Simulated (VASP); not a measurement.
# NaF (Villiaumite) (Fm-3m) in VASP: a series of runs

NaF (Villiaumite) is run at these levels: PBE; tasks: single point.

Everything below comes from runs of VASP 6.6.1. Logs are shortened: lines on timing, memory, paths and dates and some standing lists are left out, and cuts for length are marked.

### 1 The cell of the first run

It takes space group Fm-3m (No. 225, cubic). The conventional cell has a = 4.818 Å, b = 4.818 Å, c = 4.818 Å, α = 90.00°, β = 90.00°, γ = 90.00°. Na (site symmetry m-3m) has 6 F at 2.41 Å within 3.2 Å. F (site symmetry m-3m) has 6 Na at 2.41 Å within 3.2 Å.

### 2 Single point, PBE (strain +4.9%)

Input file INCAR:

```
PREC     = Accurate       # precision mode
ENCUT    = 520            # plane-wave cutoff, eV
EDIFF    = 1E-6           # SCF threshold, eV
ISMEAR   = 0              # smearing method
SIGMA    = 0.01           # smearing width, eV
LREAL    = F              # projectors in reciprocal space
LASPH    = T              # aspherical terms in the spheres
NELM     = 100            # most SCF steps
ALGO     = Normal         # electronic algorithm
ISIF     = 2              # what is computed and relaxed
LWAVE    = F              # write WAVECAR
LCHARG   = F              # write CHGCAR
GGA      = PE             # functional
NBANDS   = 14             # bands
```

Input file KPOINTS:

```
regular mesh
0
Gamma
  6 6 6
```

Input file POSCAR:

```
NaF
1.0
    0.0000000000      2.4088877442      2.4088877442
    2.4088877442      0.0000000000      2.4088877442
    2.4088877442      2.4088877442      0.0000000000
Na F
1 1
Direct
    0.0000000000      0.0000000000      0.0000000000
    0.5000000000      0.5000000000      0.5000000000
```

Potentials or basis: VASP PAW PBE potentials, release 64 (Na_pv, F).

Started as:

```bash
$ cat potpaw_PBE.64/Na_pv/POTCAR potpaw_PBE.64/F/POTCAR > POTCAR
$ mpirun -np 1 vasp_std > vasp.out
```

OUTCAR:

```text
PREC = Accurate
   ENCUT = 520
   EDIFF = 1E-6
   ISMEAR = 0
   LREAL = F
   LASPH = T
   NELM = 100
   ISIF = 2
   GGA = PE

 ion  position               nearest neighbor table
   1  0.000  0.000  0.000-
   2  0.500  0.500  0.500-

  LATTYP: Found a face centered cubic cell.
 ALAT       =     4.8177754884

  Lattice vectors:

 A1 = (   0.0000000000,   2.4088877442,   2.4088877442)
 A2 = (   2.4088877442,   0.0000000000,   2.4088877442)
 A3 = (   2.4088877442,   2.4088877442,   0.0000000000)

Analysis of symmetry for initial positions (statically):
=====================================================================
 Subroutine PRICEL returns:
 Original cell was already a primitive cell.

 Routine SETGRP: Setting up the symmetry group for a
 face centered cubic supercell.

 Subroutine GETGRP returns: Found 48 space group operations
 (whereof 48 operations were pure point group operations)
 out of a pool of 48 trial point group operations.

The static configuration has the point symmetry O_h .

Analysis of symmetry for dynamics (positions and initial velocities):
=====================================================================
 Subroutine PRICEL returns:
 Original cell was already a primitive cell.

 Routine SETGRP: Setting up the symmetry group for a
 face centered cubic supercell.

 Subroutine GETGRP returns: Found 48 space group operations
 (whereof 48 operations were pure point group operations)
 out of a pool of 48 trial point group operations.

The dynamic configuration has the point symmetry O_h .

 Subroutine INISYM returns: Found 48 space group operations
 (whereof 48 operations are pure point group operations),
 and found     1 'primitive' translations

----------------------------------------------------------------------------------------

                                     Primitive cell

  volume of cell :      27.9563

  direct lattice vectors                    reciprocal lattice vectors
     0.000000000  2.408887744  2.408887744    -0.207564674  0.207564674  0.207564674
     2.408887744  0.000000000  2.408887744     0.207564674 -0.207564674  0.207564674
     2.408887744  2.408887744  0.000000000     0.207564674  0.207564674 -0.207564674

  length of vectors
     3.406681718  3.406681718  3.406681718     0.359512562  0.359512562  0.359512562

  position of ions in fractional coordinates (direct lattice)
     0.000000000  0.000000000  0.000000000
     0.500000000  0.500000000  0.500000000

  ion indices of the primitive-cell ions
   primitive index   ion index
                 1           1
                 2           2

----------------------------------------------------------------------------------------

 KPOINTS: regular mesh

Automatic generation of k-mesh.
 Grid dimensions read from file:
 generate k-points for:    6    6    6

 Generating k-lattice:

  Cartesian coordinates                     Fractional coordinates (reciprocal lattice)
    -0.034594112  0.034594112  0.034594112     0.166666667  0.000000000  0.000000000
     0.034594112 -0.034594112  0.034594112     0.000000000  0.166666667  0.000000000
     0.034594112  0.034594112 -0.034594112     0.000000000  0.000000000  0.166666667

  Length of vectors
     0.059918760  0.059918760  0.059918760

  Shift w.r.t. Gamma in fractional coordinates (k-lattice)
     0.000000000  0.000000000  0.000000000

 Subroutine IBZKPT returns following result:
 ===========================================

 Found     16 irreducible k-points:

 Following reciprocal coordinates:
            Coordinates               Weight
  0.000000  0.000000  0.000000      1.000000
  0.166667  0.000000  0.000000      8.000000
  0.333333  0.000000  0.000000      8.000000
  0.500000  0.000000  0.000000      4.000000
  0.166667  0.166667  0.000000      6.000000
  0.333333  0.166667  0.000000     24.000000
[... 8 lines left out ...]
 -0.333333  0.333333  0.166667     24.000000
 -0.333333  0.500000  0.166667     12.000000
   k-points           NKPTS =     16   k-points in BZ     NKDIM =     16   number of bands    NBANDS=     14
   number of dos      NEDOS =    301   number of ions     NIONS =      2
   total plane-waves  NPLWV =  21952
   dimension x,y,z NGX =    28 NGY =   28 NGZ =   28
   dimension x,y,z NGXF=    56 NGYF=   56 NGZF=   56
   ions per type =               1   1
   NGX,Y,Z   is equivalent  to a cutoff of  13.66, 13.66, 13.66 a.u.
   NGXF,Y,Z  is equivalent  to a cutoff of  27.33, 27.33, 27.33 a.u.
 SYSTEM =  unknown system
   PREC   = accura    normal or accurate (medium, high low for compatibility)
   ISTART =      0    job   : 0-new  1-cont  2-samecut
   ICHARG =      2    charge: 1-file 2-atom 10-const
   ISPIN  =      1    spin polarized calculation?
   LNONCOLLINEAR =      F non collinear calculations
   LSORBIT =      F    spin-orbit coupling
   LASPH  =      T    aspherical Exc in radial PAW
   ENCUT  =  520.0 eV  38.22 Ry    6.18 a.u.   6.33  6.33  6.33*2*pi/ulx,y,z
   NELM   =    100;   NELMIN=  2; NELMDL= -5     # of ELM steps
   EDIFF  = 0.1E-05   stopping-criterion for ELM
   LREAL  =      F    real-space projection
   EDIFFG = 0.1E-04   stopping-criterion for IOM
   NSW    =      0    number of steps for IOM
   IBRION =     -1    ionic relax: 0-MD 1-quasi-New 2-CG
   NFREE  =      0    steps in history (QN), initial steepest desc. (CG)
   ISIF   =      2    stress and relaxation
   ISYM   =      2    0-nonsym 1-usesym 2-fastsym
   POTIM  = 0.5000    time-step for ionic-motion
   TEBEG  =    0.0;   TEEND  =   0.0 temperature during run
   PSTRESS=    0.0 pullay stress
   NELECT =      14.0000    total number of electrons
   NUPDOWN=      -1.0000    fix difference up-down
   EMIN   =  10.00;   EMAX   =-10.00  energy-range for DOS
   EFERMI =   0.00;   METHOD = LEGACY
   ISMEAR =     0;   SIGMA  =   0.01  broadening in eV -4-tet -1-fermi 0-gaus
   EFERMI_NEDOS =   21; number of points for ismear=-14 and -15
   IALGO  =     38    algorithm
   IMIX   =      4    mixing-type and parameters
     AMIX     =   0.40;   BMIX     =  1.00
     AMIX_MAG =   1.60;   BMIX_MAG =  1.00
  volume/ion in A,a.u.               =      13.98        94.33
  Fermi-wavevector in a.u.,A,eV,Ry     =   1.300043  2.456724 22.995356  1.690111
  Thomas-Fermi vector in A             =   2.431267
   LORBIT       =      0    0 simple, 1 ext, 2 COOP (PROOUT), +10 PAW based schemes
   GGA     = PE    functional components
   LHFCALC =     F    Hartree Fock is set to
   AEXX    =    0.0000 exact exchange contribution
   IVDW    =     0    specifies the selected vdW correction
   LEPSILON=     F    determine dielectric tensor
   LRPA    =     F    only Hartree local field effects (RPA)
 non-spin polarized calculation
 Gauss-broadening in eV      SIGMA  =   0.01
  energy-cutoff  :      520.00
  volume of cell :       27.96
 maximum number of plane-waves:       769
 NGX is ok and might be reduce to    28
   NGX = 13   NGY = 13   NGZ = 13

 number of electron      13.9999995 magnetization

 Free energy of the ion-electron system (eV)
  ---------------------------------------------------
  ext. energy  EPLUGINS =         0.00000000
  ---------------------------------------------------
  free energy    TOTEN  =        -8.55215770 eV

  energy without entropy =       -8.55215770  energy(sigma->0) =       -8.55215770

 E-fermi :  -2.4341     XC(G=0):  -8.6138

 val. band max:       -2.5466135203   @ k =   0.0000   0.0000   0.0000
 cond. band min:       3.1653693643   @ k =   0.0000   0.0000   0.0000
 fundamental gap:      5.7119828846
 Fermi energy:        -2.4341105169

 k-point     1 :       0.0000    0.0000    0.0000
  band No.  band energies     occupation
      1     -21.8577      2.00000
      2     -21.8577      2.00000
      3     -21.8577      2.00000
      4     -21.5434      2.00000
      5      -2.5466      2.00000
      6      -2.5466      2.00000
      7      -2.5466      2.00000
      8       3.1654      0.00000
      9      15.5944      0.00000
     10      15.5944      0.00000
     11      15.5944      0.00000
     12      18.2272      0.00000
     13      20.2748      0.00000
     14      20.2748      0.00000

 k-point     2 :       0.1667    0.0000    0.0000
  band No.  band energies     occupation
      1     -22.0519      2.00000
      2     -21.8600      2.00000
      3     -21.8600      2.00000
      4     -21.3244      2.00000
      5      -2.9621      2.00000
      6      -2.5978      2.00000
      7      -2.5978      2.00000
      8       4.0208      0.00000
      9      13.1896      0.00000
     10      15.9075      0.00000
     11      15.9075      0.00000
     12      19.3104      0.00000
     13      19.3104      0.00000
     14      20.1584      0.00000

 k-point     3 :       0.3333    0.0000    0.0000
  band No.  band energies     occupation
      1     -22.2541      2.00000
      2     -21.8644      2.00000
      3     -21.8644      2.00000
      4     -21.0714      2.00000
      5      -3.6215      2.00000
      6      -2.6984      2.00000
      7      -2.6984      2.00000
      8       5.9084      0.00000
      9      10.6347      0.00000
     10      16.3067      0.00000
     11      16.3068      0.00000
     12      18.8230      0.00000
     13      18.8230      0.00000
     14      19.7772      0.00000

 k-point     4 :       0.5000    0.0000    0.0000
  band No.  band energies     occupation
      1     -22.3277      2.00000
      2     -21.8667      2.00000
      3     -21.8667      2.00000
      4     -20.9721      2.00000
      5      -3.8997      2.00000
      6      -2.7478      2.00000
      7      -2.7478      2.00000
      8       7.5359      0.00000
      9       8.9542      0.00000
     10      16.3186      0.00000
     11      16.3186      0.00000
     12      18.9985      0.00000
     13      18.9985      0.00000
     14      19.5255      0.00000

 k-point     5 :       0.1667    0.1667    0.0000
  band No.  band energies     occupation
      1     -22.0488      2.00000
      2     -21.8665      2.00000
      3     -21.8665      2.00000
      4     -21.3133      2.00000
      5      -3.0037      2.00000
      6      -2.6402      2.00000
      7      -2.6402      2.00000
      8       4.2830      0.00000
      9      13.1142      0.00000
     10      15.6181      0.00000
     11      15.6181      0.00000
[... 140 lines left out ...]
 k-point    14 :       0.5000    0.3333    0.1667
  band No.  band energies     occupation
      1     -22.1583      2.00000
      2     -21.8969      2.00000
      3     -21.8798      2.00000
      4     -21.1314      2.00000
      5      -3.5460      2.00000
      6      -2.9949      2.00000
      7      -2.8233      2.00000
      8       7.3826      0.00000
      9      10.5523      0.00000
     10      13.1908      0.00000
     11      14.9172      0.00000
     12      17.5552      0.00000
     13      20.2882      0.00000
     14      22.5941      0.00000

 k-point    15 :      -0.3333    0.3333    0.1667
  band No.  band energies     occupation
      1     -22.1488      2.00000
      2     -21.9077      2.00000
      3     -21.8913      2.00000
      4     -21.1159      2.00000
      5      -3.5147      2.00000
      6      -3.1674      2.00000
      7      -2.8896      2.00000
      8       9.0852      0.00000
      9       9.4854      0.00000
     10      12.4215      0.00000
     11      14.1678      0.00000
     12      18.7584      0.00000
     13      19.3938      0.00000
     14      23.5784      0.00000

 k-point    16 :      -0.3333    0.5000    0.1667
  band No.  band energies     occupation
      1     -22.0239      2.00000
      2     -21.9355      2.00000
      3     -21.9071      2.00000
      4     -21.2134      2.00000
      5      -3.4770      2.00000
      6      -3.1032      2.00000
      7      -2.9942      2.00000
      8       9.7787      0.00000
      9      10.0848      0.00000
     10      10.8390      0.00000
     11      13.8079      0.00000
     12      17.5312      0.00000
     13      21.6167      0.00000
     14      22.0621      0.00000

------------------------ aborting loop because EDIFF is reached ----------------------------------------

  FORCE on cell =-STRESS in cart. coord.  units (eV):
  Direction    XX          YY          ZZ          XY          YZ          ZX
  --------------------------------------------------------------------------------------
  -------------------------------------------------------------------------------------
  Total       -0.5178823     -0.5178823     -0.5178823     -0.0000000      0.0000000      0.0000000
  in kB      -29.6798675    -29.6798675    -29.6798675     -0.0000000      0.0000000      0.0000000
  external PRESSURE =     -29.6798675 kB  Pullay stress =       0.0000000 kB

 VOLUME and BASIS-vectors are now :
 -----------------------------------------------------------------------------
  energy-cutoff  :      520.00
  volume of cell :       27.96
      direct lattice vectors                 reciprocal lattice vectors
     0.000000000  2.408887744  2.408887744    -0.207564674  0.207564674  0.207564674
     2.408887744  0.000000000  2.408887744     0.207564674 -0.207564674  0.207564674
     2.408887744  2.408887744  0.000000000     0.207564674  0.207564674 -0.207564674

 POSITION                                       TOTAL-FORCE (eV/Angst)
 -----------------------------------------------------------------------------------
      0.00000      0.00000      0.00000        -0.000000      0.000000      0.000000
      2.40889      2.40889      2.40889         0.000000      0.000000     -0.000000
 -----------------------------------------------------------------------------------
    total drift:                                0.000000      0.000000      0.000000

  FREE ENERGIE OF THE ION-ELECTRON SYSTEM (eV)
  ---------------------------------------------------
  free  energy   TOTEN  =        -8.5521577049 eV

  energy  without entropy=       -8.5521577049  energy(sigma->0) =       -8.55215770
```

Run time: 3.6 s. Hardware: 1 thread of Intel Xeon 6975P-C (Granite Rapids), shared host; peak memory 0.15 GiB.

What came out:

| Property | Result |
| --- | --- |
| Free energy | -8.5522 eV |
| Pressure | -3.0 GPa |
| Band gap on the k mesh | 5.71 eV, direct |

Caveat: the cell differs from its parent crystal (strain +4.9%).

(Continued in part 2 of 2.)
